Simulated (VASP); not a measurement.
# Sc2Al (P6_3/mmc) in VASP: further runs

Sc2Al is run at these levels: LDA; tasks: single point.

Program: VASP 6.6.1. These are calculated values, not measurements. Logs are shortened: lines on timing, memory, paths and dates and some standing lists are left out, and cuts for length are marked.

### Step 1. The cell of the first run

It takes space group P6_3/mmc (No. 194, hexagonal). The conventional cell has a = 4.759 Å, b = 4.759 Å, c = 5.993 Å, α = 90.00°, β = 90.00°, γ = 120.00°. Within 3.9 Å of Sc (site symmetry -3m) lie 8 Sc at 3.00 to 3.13 Å and 6 Al at 3.13 Å. Within 3.6 Å of Sc (site symmetry -6m2) lie 5 Al at 2.75 to 3.00 Å and 6 Sc at 3.13 Å. Al (site symmetry -6m2) has 11 Sc at 2.75 to 3.13 Å within 3.6 Å.

### Step 2. Single point, LDA

Input file INCAR:

```
PREC     = Accurate       # precision mode
ENCUT    = 520            # plane-wave cutoff, eV
EDIFF    = 1E-6           # SCF threshold, eV
ISMEAR   = -1             # smearing method
SIGMA    = 0.1            # smearing width, eV
LREAL    = F              # projectors in reciprocal space
LASPH    = T              # aspherical terms in the spheres
NELM     = 100            # most SCF steps
ALGO     = Normal         # electronic algorithm
ISIF     = 2              # what is computed and relaxed
LWAVE    = F              # write WAVECAR
LCHARG   = F              # write CHGCAR
NBANDS   = 34             # bands
```

Input file KPOINTS:

```
Automatic mesh
0
Gamma
  6 6 4
```

Input file POSCAR:

```
Sc2Al
1.0
    4.7584978170      0.0000000000      0.0000000000
   -2.3792537715      4.1209852932      0.0000000000
    0.0000000000      0.0000000000      5.9925282456
Sc Al
4 2
Direct
    0.0000000000      0.0000000000      0.0000000000
    0.0000000000      0.0000000000      0.5000000000
    0.3333333333      0.6666666667      0.7500000000
    0.6666666667      0.3333333333      0.2500000000
    0.3333333333      0.6666666667      0.2500000000
    0.6666666667      0.3333333333      0.7500000000
```

Potentials or basis: VASP PAW LDA potentials, release 64 (Sc_sv, Al).

Run with:

```sh
> cat potpaw_LDA.64/Sc_sv/POTCAR potpaw_LDA.64/Al/POTCAR > POTCAR
> mpirun -np 1 vasp_std > vasp.out
```

OUTCAR:

```text
PREC = Accurate
   ENCUT = 520
   EDIFF = 1E-6
   ISMEAR = -1
   LREAL = F
   LASPH = T
   NELM = 100
   ISIF = 2

 ion  position               nearest neighbor table
   1  0.000  0.000  0.000-   2 3.00   2 3.00   4 3.13   6 3.13   3 3.13   5 3.13   6 3.13   3 3.13
                             4 3.13   5 3.13   4 3.13   6 3.13   3 3.13   5 3.13
   2  0.000  0.000  0.500-   1 3.00   1 3.00   4 3.13   6 3.13   3 3.13   5 3.13   6 3.13   3 3.13
                             4 3.13   5 3.13   4 3.13   6 3.13   3 3.13   5 3.13
   3  0.333  0.667  0.750-   6 2.75   6 2.75   6 2.75   5 3.00   5 3.00   2 3.13   1 3.13   1 3.13
                             2 3.13   2 3.13   1 3.13
   4  0.667  0.333  0.250-   5 2.75   5 2.75   5 2.75   6 3.00   6 3.00   1 3.13   2 3.13   1 3.13
                             2 3.13   1 3.13   2 3.13
   5  0.333  0.667  0.250-   4 2.75   4 2.75   4 2.75   3 3.00   3 3.00   2 3.13   1 3.13   1 3.13
                             2 3.13   2 3.13   1 3.13
   6  0.667  0.333  0.750-   3 2.75   3 2.75   3 2.75   4 3.00   4 3.00   1 3.13   2 3.13   1 3.13
                             2 3.13   1 3.13   2 3.13

  LATTYP: Found a hexagonal cell.
 ALAT       =     4.7584978170
 C/A-ratio  =     1.2593319312

  Lattice vectors:

 A1 = (   4.7584978170,   0.0000000000,   0.0000000000)
 A2 = (  -2.3792537715,   4.1209852932,   0.0000000000)
 A3 = (   0.0000000000,   0.0000000000,   5.9925282456)

Analysis of symmetry for initial positions (statically):
=====================================================================
 Subroutine PRICEL returns:
 Original cell was already a primitive cell.

 Routine SETGRP: Setting up the symmetry group for a
 hexagonal supercell.

 Subroutine GETGRP returns: Found 24 space group operations
 (whereof 12 operations were pure point group operations)
 out of a pool of 24 trial point group operations.

The static configuration has the point symmetry D_3d.
 The point group associated with its full space group is D_6h.

Analysis of symmetry for dynamics (positions and initial velocities):
=====================================================================
 Subroutine PRICEL returns:
 Original cell was already a primitive cell.

 Routine SETGRP: Setting up the symmetry group for a
 hexagonal supercell.

 Subroutine GETGRP returns: Found 24 space group operations
 (whereof 12 operations were pure point group operations)
 out of a pool of 24 trial point group operations.

The dynamic configuration has the point symmetry D_3d.
 The point group associated with its full space group is D_6h.

 Subroutine INISYM returns: Found 24 space group operations
 (whereof 12 operations are pure point group operations),
 and found     1 'primitive' translations

----------------------------------------------------------------------------------------

                                     Primitive cell

  volume of cell :     117.5117

  direct lattice vectors                    reciprocal lattice vectors
     4.758497817  0.000000000  0.000000000     0.210150354  0.121330455  0.000000000
    -2.379253772  4.120985293  0.000000000     0.000000000  0.242660415  0.000000000
     0.000000000  0.000000000  5.992528246     0.000000000  0.000000000  0.166874474

  length of vectors
     4.758497817  4.758504838  5.992528246     0.242660773  0.242660415  0.166874474

  position of ions in fractional coordinates (direct lattice)
     0.000000000  0.000000000  0.000000000
     0.000000000  0.000000000  0.500000000
     0.333333333  0.666666667  0.750000000
     0.666666667  0.333333333  0.250000000
     0.333333333  0.666666667  0.250000000
     0.666666667  0.333333333  0.750000000

  ion indices of the primitive-cell ions
   primitive index   ion index
                 1           1
                 2           2
                 3           3
                 4           4
                 5           5
                 6           6

----------------------------------------------------------------------------------------

 KPOINTS: Automatic mesh

Automatic generation of k-mesh.
 Grid dimensions read from file:
 generate k-points for:    6    6    4

 Generating k-lattice:

  Cartesian coordinates                     Fractional coordinates (reciprocal lattice)
     0.035025059  0.020221743  0.000000000     0.166666667  0.000000000  0.000000000
     0.000000000  0.040443402  0.000000000     0.000000000  0.166666667  0.000000000
     0.000000000  0.000000000  0.041718619     0.000000000  0.000000000  0.250000000

  Length of vectors
     0.040443462  0.040443402  0.041718619

  Shift w.r.t. Gamma in fractional coordinates (k-lattice)
     0.000000000  0.000000000  0.000000000

 Subroutine IBZKPT returns following result:
 ===========================================

 Found     21 irreducible k-points:

 Following reciprocal coordinates:
            Coordinates               Weight
  0.000000  0.000000  0.000000      1.000000
  0.166667 -0.000000  0.000000      6.000000
  0.333333 -0.000000  0.000000      6.000000
  0.500000  0.000000  0.000000      3.000000
  0.166667  0.166667  0.000000      6.000000
  0.333333  0.166667  0.000000     12.000000
[... 13 lines left out ...]
  0.333333  0.166667  0.500000     12.000000
  0.333333  0.333333  0.500000      2.000000
   k-points           NKPTS =     21   k-points in BZ     NKDIM =     21   number of bands    NBANDS=     34
   number of dos      NEDOS =    301   number of ions     NIONS =      6
   total plane-waves  NPLWV =  62208
   dimension x,y,z NGX =    36 NGY =   36 NGZ =   48
   dimension x,y,z NGXF=    72 NGYF=   72 NGZF=   96
   ions per type =               4   2
   NGX,Y,Z   is equivalent  to a cutoff of  12.58, 12.58, 13.32 a.u.
   NGXF,Y,Z  is equivalent  to a cutoff of  25.15, 25.15, 26.63 a.u.
 SYSTEM =  unknown system
   PREC   = accura    normal or accurate (medium, high low for compatibility)
   ISTART =      0    job   : 0-new  1-cont  2-samecut
   ICHARG =      2    charge: 1-file 2-atom 10-const
   ISPIN  =      1    spin polarized calculation?
   LNONCOLLINEAR =      F non collinear calculations
   LSORBIT =      F    spin-orbit coupling
   LASPH  =      T    aspherical Exc in radial PAW
   ENCUT  =  520.0 eV  38.22 Ry    6.18 a.u.   8.85  8.85 11.14*2*pi/ulx,y,z
   NELM   =    100;   NELMIN=  2; NELMDL= -5     # of ELM steps
   EDIFF  = 0.1E-05   stopping-criterion for ELM
   LREAL  =      F    real-space projection
   EDIFFG = 0.1E-04   stopping-criterion for IOM
   NSW    =      0    number of steps for IOM
   IBRION =     -1    ionic relax: 0-MD 1-quasi-New 2-CG
   NFREE  =      0    steps in history (QN), initial steepest desc. (CG)
   ISIF   =      2    stress and relaxation
   ISYM   =      2    0-nonsym 1-usesym 2-fastsym
   POTIM  = 0.5000    time-step for ionic-motion
   TEBEG  =    0.0;   TEEND  =   0.0 temperature during run
   PSTRESS=    0.0 pullay stress
   NELECT =      50.0000    total number of electrons
   NUPDOWN=      -1.0000    fix difference up-down
   EMIN   =  10.00;   EMAX   =-10.00  energy-range for DOS
   EFERMI =   0.00;   METHOD = LEGACY
   ISMEAR =    -1;   SIGMA  =   0.10  broadening in eV -4-tet -1-fermi 0-gaus
   EFERMI_NEDOS =   21; number of points for ismear=-14 and -15
   IALGO  =     38    algorithm
   IMIX   =      4    mixing-type and parameters
     AMIX     =   0.40;   BMIX     =  1.00
     AMIX_MAG =   1.60;   BMIX_MAG =  1.00
  volume/ion in A,a.u.               =      19.59       132.17
  Fermi-wavevector in a.u.,A,eV,Ry     =   1.231321  2.326859 20.628480  1.516150
  Thomas-Fermi vector in A             =   2.366135
   LORBIT       =      0    0 simple, 1 ext, 2 COOP (PROOUT), +10 PAW based schemes
   GGA     = CA    functional components
   LHFCALC =     F    Hartree Fock is set to
   AEXX    =    0.0000 exact exchange contribution
   IVDW    =     0    specifies the selected vdW correction
   LEPSILON=     F    determine dielectric tensor
   LRPA    =     F    only Hartree local field effects (RPA)
 non-spin polarized calculation
  energy-cutoff  :      520.00
  volume of cell :      117.51
 maximum number of plane-waves:      3190
 NGX is ok and might be reduce to    36
   NGX = 17   NGY = 17   NGZ = 23

 number of electron      49.9999992 magnetization

 Free energy of the ion-electron system (eV)
  ---------------------------------------------------
  ext. energy  EPLUGINS =         0.00000000
  ---------------------------------------------------
  free energy    TOTEN  =       -37.55832781 eV

  energy without entropy =      -37.33075998  energy(sigma->0) =      -37.44454390

 E-fermi :   5.1511     XC(G=0): -10.6676

 val. band max:        5.1416038918   @ k =   0.1667   0.1667   0.0000
 cond. band min:       5.1558712476   @ k =   0.3333  -0.0000   0.0000
 fundamental gap:      0.0142673558
 Fermi energy:         5.1511118312

 k-point     1 :       0.0000    0.0000    0.0000
  band No.  band energies     occupation
      1     -43.4968      2.00000
      2     -43.4166      2.00000
      3     -43.3591      2.00000
      4     -43.3410      2.00000
      5     -22.6855      2.00000
      6     -22.6083      2.00000
[... 26 lines left out ...]
     33       8.1669      0.00000
     34       8.2189      0.00000

 k-point     2 :       0.1667   -0.0000    0.0000
  band No.  band energies     occupation
      1     -43.4925      2.00000
      2     -43.4165      2.00000
      3     -43.3593      2.00000
      4     -43.3450      2.00000
      5     -22.7076      2.00000
      6     -22.6212      2.00000
[... 26 lines left out ...]
     33       7.9507      0.00000
     34       8.0108      0.00000
[... 664 lines left out ...]
     33       7.3245      0.00000
     34       7.3247      0.00000

 k-point    21 :       0.3333    0.3333    0.5000
  band No.  band energies     occupation
      1     -43.4458      2.00000
      2     -43.4458      2.00000
      3     -43.3607      2.00000
      4     -43.3607      2.00000
      5     -22.6294      2.00000
      6     -22.6294      2.00000
[... 26 lines left out ...]
     33       7.6654      0.00000
     34       7.7193      0.00000

------------------------ aborting loop because EDIFF is reached ----------------------------------------

  FORCE on cell =-STRESS in cart. coord.  units (eV):
  Direction    XX          YY          ZZ          XY          YZ          ZX
  --------------------------------------------------------------------------------------
  -------------------------------------------------------------------------------------
  Total        1.4315609      1.4315646      0.8250500     -0.0000017      0.0000000      0.0000000
  in kB       19.5181824     19.5182326     11.2488933     -0.0000230      0.0000000      0.0000000
  external PRESSURE =      16.7617694 kB  Pullay stress =       0.0000000 kB

 VOLUME and BASIS-vectors are now :
 -----------------------------------------------------------------------------
  energy-cutoff  :      520.00
  volume of cell :      117.51
      direct lattice vectors                 reciprocal lattice vectors
     4.758497817  0.000000000  0.000000000     0.210150354  0.121330455  0.000000000
    -2.379253772  4.120985293  0.000000000     0.000000000  0.242660415  0.000000000
     0.000000000  0.000000000  5.992528246     0.000000000  0.000000000  0.166874474

 POSITION                                       TOTAL-FORCE (eV/Angst)
 -----------------------------------------------------------------------------------
      0.00000      0.00000      0.00000        -0.000000      0.000000      0.000000
      0.00000      0.00000      2.99626        -0.000000      0.000000      0.000000
     -0.00000      2.74732      4.49440         0.000000     -0.000000      0.000000
      2.37925      1.37366      1.49813        -0.000000      0.000000      0.000000
     -0.00000      2.74732      1.49813        -0.000000     -0.000000      0.000000
      2.37925      1.37366      4.49440         0.000000      0.000000      0.000000
 -----------------------------------------------------------------------------------
    total drift:                                0.000000     -0.000000      0.000000

  FREE ENERGIE OF THE ION-ELECTRON SYSTEM (eV)
  ---------------------------------------------------
  free  energy   TOTEN  =       -37.5583278118 eV

  energy  without entropy=      -37.3307599807  energy(sigma->0) =      -37.44454390
```

Run time: 2.1 min. Hardware: 1 thread of Oxide Virtual Turin-like, shared host; peak memory 0.19 GiB.

Results:

- Free energy: -37.5583 eV
- Pressure: 1.7 GPa
- Band gap on the k mesh: zero (bands 25 and 26 overlap by 0.83 eV)

### Step 3. Single point, LDA

This run uses another cell than the first one, of 20.15 Å³/atom.

Input file INCAR:

```
PREC = Accurate
ENCUT = 520
EDIFF = 1E-6
ISMEAR = -1
SIGMA = 0.1
LREAL = F
LASPH = T
NELM = 80
ALGO = Normal
ISIF = 2
LWAVE = F
LCHARG = F
GGA = CA
NBANDS = 34
```

Input file KPOINTS:

```
regular mesh
0
Gamma
  6 6 4
```

POSCAR: that of step 2 with these lines changed.

```diff
@@ -2,5 +2,5 @@
 1.0
-    4.7584978170      0.0000000000      0.0000000000
-   -2.3792537715      4.1209852932      0.0000000000
-    0.0000000000      0.0000000000      5.9925282456
+    4.8040364483      0.0000000000      0.0000000000
+   -2.4020231336      4.1604229555      0.0000000000
+    0.0000000000      0.0000000000      6.0498764981
 Sc Al
```

Potentials or basis: VASP PAW LDA potentials, release 64 (Sc_sv, Al).

Run with:

```sh
> cat potpaw_LDA.64/Sc_sv/POTCAR potpaw_LDA.64/Al/POTCAR > POTCAR
> mpirun -np 1 vasp_std > vasp.out
```

OUTCAR:

```text
PREC = Accurate
   ENCUT = 520
   EDIFF = 1E-6
   ISMEAR = -1
   LREAL = F
   LASPH = T
   NELM = 80
   ISIF = 2
   GGA = CA

 ion  position               nearest neighbor table
   1  0.000  0.000  0.000-   2 3.02   2 3.02   4 3.16   6 3.16   3 3.16   5 3.16   6 3.16   3 3.16
                             4 3.16   5 3.16   4 3.16   6 3.16   3 3.16   5 3.16
   2  0.000  0.000  0.500-   1 3.02   1 3.02   4 3.16   6 3.16   3 3.16   5 3.16   6 3.16   3 3.16
                             4 3.16   5 3.16   4 3.16   6 3.16   3 3.16   5 3.16
   3  0.333  0.667  0.750-   6 2.77   6 2.77   6 2.77   5 3.02   5 3.02   2 3.16   1 3.16   1 3.16
                             2 3.16   2 3.16   1 3.16
   4  0.667  0.333  0.250-   5 2.77   5 2.77   5 2.77   6 3.02   6 3.02   1 3.16   2 3.16   1 3.16
                             2 3.16   1 3.16   2 3.16
   5  0.333  0.667  0.250-   4 2.77   4 2.77   4 2.77   3 3.02   3 3.02   2 3.16   1 3.16   1 3.16
                             2 3.16   2 3.16   1 3.16
   6  0.667  0.333  0.750-   3 2.77   3 2.77   3 2.77   4 3.02   4 3.02   1 3.16   2 3.16   1 3.16
                             2 3.16   1 3.16   2 3.16

  LATTYP: Found a hexagonal cell.
[... 193 lines left out ...]
 fundamental gap:      0.0266243320
 Fermi energy:         4.9505967397

 k-point     1 :       0.0000    0.0000    0.0000
  band No.  band energies     occupation
      1     -43.7752      2.00000
      2     -43.7040      2.00000
      3     -43.6509      2.00000
      4     -43.6351      2.00000
      5     -22.9368      2.00000
      6     -22.8718      2.00000
[... 766 lines left out ...]
     33       7.3973      0.00000
     34       7.4008      0.00000

------------------------ aborting loop because EDIFF is reached ----------------------------------------

  FORCE on cell =-STRESS in cart. coord.  units (eV):
  Direction    XX          YY          ZZ          XY          YZ          ZX
  --------------------------------------------------------------------------------------
  -------------------------------------------------------------------------------------
  Total       -0.3456310     -0.3456319     -0.7050851      0.0000004      0.0000000     -0.0000000
  in kB       -4.5796572     -4.5796690     -9.3424722      0.0000054      0.0000000     -0.0000000
  external PRESSURE =      -6.1672661 kB  Pullay stress =       0.0000000 kB

 VOLUME and BASIS-vectors are now :
 -----------------------------------------------------------------------------
  energy-cutoff  :      520.00
  volume of cell :      120.92
      direct lattice vectors                 reciprocal lattice vectors
     4.804036448  0.000000000  0.000000000     0.208158287  0.120180334  0.000000000
    -2.402023134  4.160422955  0.000000000     0.000000000  0.240360177  0.000000000
     0.000000000  0.000000000  6.049876498     0.000000000  0.000000000  0.165292630

 POSITION                                       TOTAL-FORCE (eV/Angst)
 -----------------------------------------------------------------------------------
      0.00000      0.00000      0.00000         0.000000     -0.000000      0.000000
      0.00000      0.00000      3.02494         0.000000     -0.000000      0.000000
     -0.00000      2.77362      4.53741        -0.000000     -0.000000      0.000000
      2.40202      1.38681      1.51247         0.000000      0.000000      0.000000
     -0.00000      2.77362      1.51247         0.000000     -0.000000     -0.000000
      2.40202      1.38681      4.53741        -0.000000      0.000000     -0.000000
 -----------------------------------------------------------------------------------
    total drift:                               -0.000000      0.000000     -0.000000

  FREE ENERGIE OF THE ION-ELECTRON SYSTEM (eV)
  ---------------------------------------------------
  free  energy   TOTEN  =       -37.5698141590 eV

  energy  without entropy=      -37.3402480180  energy(sigma->0) =      -37.45503109
```

Run time: 96 s. Hardware: 1 thread of Oxide Virtual Turin-like, shared host; peak memory 0.19 GiB.

What came out:

| Item | Value |
| --- | --- |
| Free energy | -37.5698 eV |
| Pressure | -0.6 GPa |
| Band gap on the k mesh | zero (bands 25 and 26 overlap by 0.79 eV) |

[end of part 1 of 2]

The gap in the log of VASP goes by the Fermi energy; the results here count the filled bands.